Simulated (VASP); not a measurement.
# BN (F-43m) in VASP: settings compared

The runs below take BN through relaxation of cell and atoms, single point, with PBEsol, LDA, BLYP, r2SCAN.

Everything below comes from runs of VASP 6.6.1. Logs are shortened: lines on timing, memory, paths and dates and some standing lists are left out, and cuts for length are marked.

## 1. The cell of the first run

Symmetry: F-43m, No. 216, cubic system. Conventional cell: a = 3.626 Å, b = 3.626 Å, c = 3.626 Å, α = 90.00°, β = 90.00°, γ = 90.00°. N (site symmetry -43m) has 4 B at 1.57 Å within 2.1 Å. B (site symmetry -43m) has 4 N at 1.57 Å within 2.1 Å.

## 2. Relaxation of cell and atoms, PBEsol, target pressure 20 GPa, at which the enthalpy is minimised

INCAR

```
PREC = Accurate ; ENCUT = 600
EDIFF = 1E-7 ; ISMEAR = -1
SIGMA = 0.05 ; LREAL = False
LASPH = True ; NELM = 100
ALGO = Normal ; ISIF = 3
LWAVE = False ; LCHARG = False
GGA = PS ; IBRION = 2
NSW = 80 ; EDIFFG = -0.01
PSTRESS = 200.0
```

KPOINTS

```
Automatic mesh
0
Gamma
  13 13 13
```

POSCAR

```
BN
1.0
    0.0000000000      1.8130010000      1.8130010000
    1.8130010000      0.0000000000      1.8130010000
    1.8130010000      1.8130010000      0.0000000000
N B
1 1
Direct
    0.2500000000      0.2500000000      0.2500000000
    0.0000000000      0.0000000000      0.0000000000
```

Potentials or basis: VASP PAW PBE potentials, release 64 (N, B).

On the command line:

```console
$ cat potpaw_PBE.64/N/POTCAR potpaw_PBE.64/B/POTCAR > POTCAR
$ mpirun -np 1 vasp_std > vasp.out
```

OUTCAR:

```text
PREC = Accurate
   ENCUT = 600
   EDIFF = 1E-7
   ISMEAR = -1
   LREAL = False
   LASPH = True
   NELM = 100
   ISIF = 3
   GGA = PS
   IBRION = 2
   NSW = 80
   EDIFFG = -0.01
   PSTRESS = 200.0

 ion  position               nearest neighbor table
   1  0.250  0.250  0.250-   2 1.57   2 1.57   2 1.57   2 1.57
   2  0.000  0.000  0.000-   1 1.57   1 1.57   1 1.57   1 1.57

  LATTYP: Found a face centered cubic cell.
 ALAT       =     3.6260020000

  Lattice vectors:

 A1 = (   0.0000000000,   1.8130010000,   1.8130010000)
 A2 = (   1.8130010000,   0.0000000000,   1.8130010000)
 A3 = (   1.8130010000,   1.8130010000,   0.0000000000)

Analysis of symmetry for initial positions (statically):
=====================================================================
 Subroutine PRICEL returns:
 Original cell was already a primitive cell.

 Routine SETGRP: Setting up the symmetry group for a
 face centered cubic supercell.

 Subroutine GETGRP returns: Found 24 space group operations
 (whereof 24 operations were pure point group operations)
 out of a pool of 48 trial point group operations.

The static configuration has the point symmetry T_d .

Analysis of symmetry for dynamics (positions and initial velocities):
=====================================================================
 Subroutine PRICEL returns:
 Original cell was already a primitive cell.

 Routine SETGRP: Setting up the symmetry group for a
 face centered cubic supercell.

 Subroutine GETGRP returns: Found 24 space group operations
 (whereof 24 operations were pure point group operations)
 out of a pool of 48 trial point group operations.

The dynamic configuration has the point symmetry T_d .

 Subroutine INISYM returns: Found 24 space group operations
 (whereof 24 operations are pure point group operations),
 and found     1 'primitive' translations

----------------------------------------------------------------------------------------

                                     Primitive cell

  volume of cell :      11.9186

  direct lattice vectors                    reciprocal lattice vectors
     0.000000000  1.813001000  1.813001000    -0.275785838  0.275785838  0.275785838
     1.813001000  0.000000000  1.813001000     0.275785838 -0.275785838  0.275785838
     1.813001000  1.813001000  0.000000000     0.275785838  0.275785838 -0.275785838

  length of vectors
     2.563970603  2.563970603  2.563970603     0.477675083  0.477675083  0.477675083

  position of ions in fractional coordinates (direct lattice)
     0.250000000  0.250000000  0.250000000
     0.000000000  0.000000000  0.000000000

[... 82 lines left out ...]
   ISIF   =      3    stress and relaxation
   ISYM   =      2    0-nonsym 1-usesym 2-fastsym
   POTIM  = 0.5000    time-step for ionic-motion
   TEBEG  =    0.0;   TEEND  =   0.0 temperature during run
   PSTRESS=  200.0 pullay stress
   NELECT =       8.0000    total number of electrons
   NUPDOWN=      -1.0000    fix difference up-down
   EMIN   =  10.00;   EMAX   =-10.00  energy-range for DOS
   EFERMI =   0.00;   METHOD = LEGACY
   ISMEAR =    -1;   SIGMA  =   0.05  broadening in eV -4-tet -1-fermi 0-gaus
   EFERMI_NEDOS =   21; number of points for ismear=-14 and -15
   IALGO  =     38    algorithm
   IMIX   =      4    mixing-type and parameters
     AMIX     =   0.40;   BMIX     =  1.00
     AMIX_MAG =   1.60;   BMIX_MAG =  1.00
  volume/ion in A,a.u.               =       5.96        40.22
  Fermi-wavevector in a.u.,A,eV,Ry     =   1.433387  2.708709 27.954506  2.054598
  Thomas-Fermi vector in A             =   2.552911
   LORBIT       =      0    0 simple, 1 ext, 2 COOP (PROOUT), +10 PAW based schemes
   GGA     = PS    functional components
   LHFCALC =     F    Hartree Fock is set to
   AEXX    =    0.0000 exact exchange contribution
   IVDW    =     0    specifies the selected vdW correction
   LEPSILON=     F    determine dielectric tensor
   LRPA    =     F    only Hartree local field effects (RPA)
 conjugate gradient relaxation of ions
 non-spin polarized calculation
  energy-cutoff  :      600.00
  volume of cell :       11.92
 maximum number of plane-waves:       411
   NGX = 11   NGY = 11   NGZ = 11

--------------------------------------- Ionic step        1  -------------------------------------------

 number of electron       7.9999999 magnetization

 Free energy of the ion-electron system (eV)
  ---------------------------------------------------
  ext. energy  EPLUGINS =         0.00000000
  ---------------------------------------------------
  free energy    TOTEN  =       -18.34773670 eV

  energy without entropy =      -18.34773670  energy(sigma->0) =      -18.34773670

------------------------ aborting loop because EDIFF is reached ----------------------------------------

  FORCE on cell =-STRESS in cart. coord.  units (eV):
  Direction    XX          YY          ZZ          XY          YZ          ZX
  --------------------------------------------------------------------------------------
  -------------------------------------------------------------------------------------
  Total       -0.4487842     -0.4487842     -0.4487842     -0.0000000     -0.0000000     -0.0000000
  in kB      -60.3287043    -60.3287043    -60.3287043     -0.0000000     -0.0000000     -0.0000000
  external PRESSURE =    -260.3287043 kB  Pullay stress =     200.0000000 kB
[... 25 lines left out ...]
--------------------------------------- Ionic step        2  -------------------------------------------

 number of electron       8.0000002 magnetization

 E-fermi :  10.1120     XC(G=0): -13.6849

 val. band max:        9.1119088338   @ k =   0.0000   0.0000   0.0000
 cond. band min:      13.6058784656   @ k =   0.4615   0.4615   0.0000
 fundamental gap:      4.4939696319
 Fermi energy:        10.1119821436

 k-point     1 :       0.0000    0.0000    0.0000
  band No.  band energies     occupation
      1     -12.7571      2.00000
      2       9.1119      2.00000
      3       9.1119      2.00000
      4       9.1119      2.00000
      5      18.5048      0.00000
      6      18.5048      0.00000
      7      18.5048      0.00000
      8      21.6387      0.00000
[... 328 lines left out ...]
--------------------------------------- Ionic step        4  -------------------------------------------

 number of electron       7.9999998 magnetization

 Free energy of the ion-electron system (eV)
  ---------------------------------------------------
  ext. energy  EPLUGINS =         0.00000000
  ---------------------------------------------------
  free energy    TOTEN  =       -18.31860099 eV

  energy without entropy =      -18.31860099  energy(sigma->0) =      -18.31860099

 E-fermi :   8.9205     XC(G=0): -13.2840

 val. band max:        8.0478882814   @ k =   0.0000   0.0000   0.0000
 cond. band min:      12.4604075442   @ k =   0.4615   0.4615   0.0000
 fundamental gap:      4.4125192629
 Fermi energy:         8.9205251729

 k-point     1 :       0.0000    0.0000    0.0000
  band No.  band energies     occupation
      1     -12.8392      2.00000
      2       8.0479      2.00000
      3       8.0479      2.00000
      4       8.0479      2.00000
      5      17.0648      0.00000
      6      17.0648      0.00000
      7      17.0648      0.00000
      8      19.2091      0.00000
[... 286 lines left out ...]
  energy  without entropy=      -18.3186009889  energy(sigma->0) =      -18.31860099

  enthalpy is  TOTEN    =       -16.9223891931 eV   P V=        1.3962117959

 reached required accuracy - stopping structural energy minimisation
```

OSZICAR:

```text
N       E                     dE             d eps       ncg     rms          rms(c)
DAV:   1     0.124120206483E+02    0.12412E+02   -0.55661E+03  1384   0.110E+03
DAV:   2    -0.190274005742E+02   -0.31439E+02   -0.30638E+02  1880   0.201E+02
DAV:   3    -0.192786347551E+02   -0.25123E+00   -0.25123E+00  1608   0.207E+01
[... 31 lines left out ...]
DAV:   1    -0.183186260747E+02    0.17117E-02   -0.81461E-04  1432   0.299E-01    0.367E-02
DAV:   2    -0.183186024004E+02    0.23674E-04   -0.10475E-04  1640   0.854E-02    0.103E-02
DAV:   3    -0.183186012176E+02    0.11828E-05   -0.34003E-06  1608   0.187E-02    0.397E-03
DAV:   4    -0.183186009651E+02    0.25243E-06   -0.45999E-07  1568   0.630E-03    0.115E-03
DAV:   5    -0.183186009890E+02   -0.23891E-07   -0.14092E-08   672   0.112E-03
   4 F= -.16922389E+02 E0= -.16922389E+02  d E =-.624490E-01
```

Wall time 24 s (1 thread of Intel Xeon Platinum 8375C at 2.90GHz (Ice Lake), shared host); peak memory 0.12 GiB.

Results:

* Free energy: -18.3186 eV
* Relaxed volume: 5.59 Å³/atom
* Relaxed cell: a = 2.510 Å, b = 2.510 Å, c = 2.510 Å, α = 60.00°, β = 60.00°, γ = 60.00°
* Space group after relaxing (to 0.05 Å): F-43m (No. 216)
* Energy change on relaxing (the enthalpy is what falls): +14.6 meV/atom
* Ionic steps: 4
* Pressure after relaxing: 20.0 GPa
* Band gap on the k mesh: 4.41 eV, indirect (least direct gap 9.02 eV)

The path:
```
step  energy change (eV)  largest force (eV/Å)  pressure (GPa)  volume (Å³)
   1              0.0000                0.0000           -6.03        11.92
   2              0.2433                0.0000           62.26        10.33
   3              0.0274                0.0000           19.47        11.20
   4              0.0291                0.0000           20.04        11.18
```

Final structure:
```xyz
2
Lattice="0.0000 1.7750 1.7750 1.7750 0.0000 1.7750 1.7750 1.7750 0.0000" Properties=species:S:1:pos:R:3 pbc="T T T"
N     0.8875    0.8875    0.8875
B     0.0000    0.0000    0.0000
```

Caveat: the cell is relaxed towards a set pressure, so the enthalpy falls and the energy may rise; the PAW data sets were made with another functional, which shifts forces and pressure a little. A k mesh can miss the band edges.

## 3. Relaxation of cell and atoms, PBEsol, target pressure 30 GPa, at which the enthalpy is minimised

INCAR

```
ALGO     = Normal         # electronic algorithm
EDIFF    = 1E-6           # SCF threshold, eV
EDIFFG   = -0.01          # ionic threshold
ENCUT    = 600            # plane-wave cutoff, eV
GGA      = PS             # functional
IBRION   = 2              # ionic algorithm
ISIF     = 3              # what is computed and relaxed
ISMEAR   = -1             # smearing method
LASPH    = T              # aspherical terms in the spheres
LCHARG   = F              # write CHGCAR
LREAL    = F              # projectors in reciprocal space
LWAVE    = F              # write WAVECAR
NELM     = 100            # most SCF steps
NSW      = 80             # ionic steps
PREC     = Accurate       # precision mode
PSTRESS  = 300.0        
SIGMA    = 0.05           # smearing width, eV
```

KPOINTS

```
k-points
0
Gamma
  13 13 13
```

POSCAR is that of step 2.

Potentials or basis: VASP PAW PBE potentials, release 64 (N, B).

On the command line:

```console
$ cat potpaw_PBE.64/N/POTCAR potpaw_PBE.64/B/POTCAR > POTCAR
$ mpirun -np 1 vasp_std > vasp.out
```

OUTCAR:

```text
EDIFF = 1E-6
   EDIFFG = -0.01
   ENCUT = 600
   GGA = PS
   IBRION = 2
   ISIF = 3
   ISMEAR = -1
   LASPH = T
   LREAL = F
   NELM = 100
   NSW = 80
   PREC = Accurate
   PSTRESS = 300.0

 ion  position               nearest neighbor table
   1  0.250  0.250  0.250-   2 1.57   2 1.57   2 1.57   2 1.57
   2  0.000  0.000  0.000-   1 1.57   1 1.57   1 1.57   1 1.57

  LATTYP: Found a face centered cubic cell.
 ALAT       =     3.6260020000

  Lattice vectors:

 A1 = (   0.0000000000,   1.8130010000,   1.8130010000)
 A2 = (   1.8130010000,   0.0000000000,   1.8130010000)
 A3 = (   1.8130010000,   1.8130010000,   0.0000000000)

Analysis of symmetry for initial positions (statically):
=====================================================================
 Subroutine PRICEL returns:
 Original cell was already a primitive cell.
[... 211 lines left out ...]

 val. band max:        9.9125841050   @ k =   0.0000   0.0000   0.0000
 cond. band min:      14.4606674044   @ k =   0.4615   0.4615   0.0000
 fundamental gap:      4.5480832994
 Fermi energy:        10.7958734226

 k-point     1 :       0.0000    0.0000    0.0000
  band No.  band energies     occupation
      1     -12.6930      2.00000
      2       9.9126      2.00000
      3       9.9126      2.00000
      4       9.9126      2.00000
      5      19.5737      0.00000
      6      19.5737      0.00000
      7      19.5737      0.00000
      8      23.4517      0.00000
[... 328 lines left out ...]
--------------------------------------- Ionic step        4  -------------------------------------------

 number of electron       7.9999999 magnetization

 Free energy of the ion-electron system (eV)
  ---------------------------------------------------
  ext. energy  EPLUGINS =         0.00000000
  ---------------------------------------------------
  free energy    TOTEN  =       -18.28303940 eV

  energy without entropy =      -18.28303940  energy(sigma->0) =      -18.28303940

 E-fermi :   9.2604     XC(G=0): -13.3868

 val. band max:        8.3166393714   @ k =   0.0000   0.0000   0.0000
 cond. band min:      12.7507818513   @ k =   0.4615   0.4615   0.0000
 fundamental gap:      4.4341424799
 Fermi energy:         9.2603792029

 k-point     1 :       0.0000    0.0000    0.0000
  band No.  band energies     occupation
      1     -12.8187      2.00000
      2       8.3166      2.00000
      3       8.3166      2.00000
      4       8.3166      2.00000
      5      17.4306      0.00000
      6      17.4306      0.00000
      7      17.4306      0.00000
      8      19.8249      0.00000
[... 286 lines left out ...]
  energy  without entropy=      -18.2830394019  energy(sigma->0) =      -18.28303940

  enthalpy is  TOTEN    =       -16.2315933466 eV   P V=        2.0514460554

 reached required accuracy - stopping structural energy minimisation
```

Run time: 26 s. Hardware: 1 thread of Intel Xeon Platinum 8375C at 2.90GHz (Ice Lake), shared host; peak memory 0.12 GiB.

Results:

| Property | Result |
| --- | --- |
| Free energy | -18.2830 eV |
| Relaxed volume | 5.48 Å³/atom |
| Relaxed cell | a = 2.493 Å, b = 2.493 Å, c = 2.493 Å, α = 60.00°, β = 60.00°, γ = 60.00° |
| Space group after relaxing (to 0.05 Å) | F-43m (No. 216) |
| Energy change on relaxing (the enthalpy is what falls) | +32.3 meV/atom |
| Ionic steps | 4 |
| Pressure after relaxing | 29.9 GPa |
| Band gap on the k mesh | 4.43 eV, indirect (least direct gap 9.11 eV) |

Step by step:
```csv
step,energy change (eV),largest force (eV/Å),pressure (GPa),volume (Å³)
1,0.0000,0.0000,-6.03,11.92
2,0.5300,0.0000,99.84,9.75
3,0.0602,0.0000,28.78,10.98
4,0.0647,0.0000,29.87,10.96
```

Final structure:
```cif
data_structure
_symmetry_space_group_name_H-M 'P 1'
_symmetry_Int_Tables_number 1
_cell_length_a 2.4930
_cell_length_b 2.4930
_cell_length_c 2.4930
_cell_angle_alpha 60.000
_cell_angle_beta 60.000
_cell_angle_gamma 60.000
_cell_volume 10.96
loop_
_atom_site_label
_atom_site_type_symbol
_atom_site_fract_x
_atom_site_fract_y
_atom_site_fract_z
_atom_site_occupancy
N1 N 0.25000 0.25000 0.25000 1
B1 B 0.00000 0.00000 0.00000 1
```

Levels at points of the mesh, in eV from the valence-band top:
```tsv
k point	band 1	band 2	band 3	band 4	band 5	band 6	band 7	band 8
(0.00, 0.00, 0.00)	-21.14	0.00	0.00	0.00	9.11	9.11	9.11	11.51
```

Caveat: the cell is relaxed towards a set pressure, so the enthalpy falls and the energy may rise; the PAW data sets were made with another functional, which shifts forces and pressure a little.

[end of part 1 of 2]
